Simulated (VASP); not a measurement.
Input of a VASP 6.6.1 run:

File INCAR:

```
SYSTEM = MgGaC4N4
PREC = Accurate ; ENCUT = 600
EDIFF = 1E-6 ; ISMEAR = 0
SIGMA = 0.1 ; LREAL = .False.
LASPH = .True. ; NELM = 100
ALGO = Normal ; ISIF = 3
LWAVE = .False. ; LCHARG = .False.
GGA = PE ; IBRION = 2
NSW = 90 ; EDIFFG = -0.04
```

The input KPOINTS:

```
regular mesh
0
Gamma
  4 4 4
  0 0 0
```

The input POSCAR:

```
MgGaC4N4
1.0
    5.9363154700      0.0000000000      0.0000000000
    0.0000000000      5.9363154700      0.0000000000
    0.0000000000      0.0000000000      5.9363154700
Mg Ga C N
1 1 4 4
Direct
    0.5000000000      0.5000000000      0.5000000000
    0.0000000000      0.0000000000      0.0000000000
    0.1843999200      0.1843999200      0.1843999200
    0.1843999200      0.8156000800      0.8156000800
    0.8156000800      0.1843999200      0.8156000800
    0.8156000800      0.8156000800      0.1843999200
    0.2981910100      0.2981910100      0.2981910100
    0.2981910100      0.7018089900      0.7018089900
    0.7018089900      0.2981910100      0.7018089900
    0.7018089900      0.7018089900      0.2981910100
```

Potentials or basis: VASP PAW PBE potentials, release 64 (Mg, Ga_d, C, N).

Command:

```bash
$ cat potpaw_PBE.64/Mg/POTCAR potpaw_PBE.64/Ga_d/POTCAR potpaw_PBE.64/C/POTCAR potpaw_PBE.64/N/POTCAR > POTCAR
$ mpirun -np 1 vasp_std > vasp.out
```

Problem. Estimate the relaxed cell.

Solution. a = 5.984 Å, b = 5.984 Å, c = 5.984 Å, α = 90.00°, β = 90.00°, γ = 90.00°.

Problem. Predict the space group after relaxing (to 0.1 Å).

Solution. P-43m (No. 215).

Problem. What does it give for the relaxed volume?

Solution. 21.43 Å³/atom.

Forces on the atoms (eV/Å):
```
Mg   0.000  0.000  0.000
Ga   0.000  0.000  0.000
C    0.006  0.006  0.006
C    0.006 -0.006 -0.006
C   -0.006  0.006 -0.006
C   -0.006 -0.006  0.006
N    0.004  0.004  0.004
N    0.004 -0.004 -0.004
N   -0.004  0.004 -0.004
N   -0.004 -0.004  0.004
```

Caveat: an odd number of electrons without spin polarisation forces a metal; a magnetic or distorted state may lie lower.
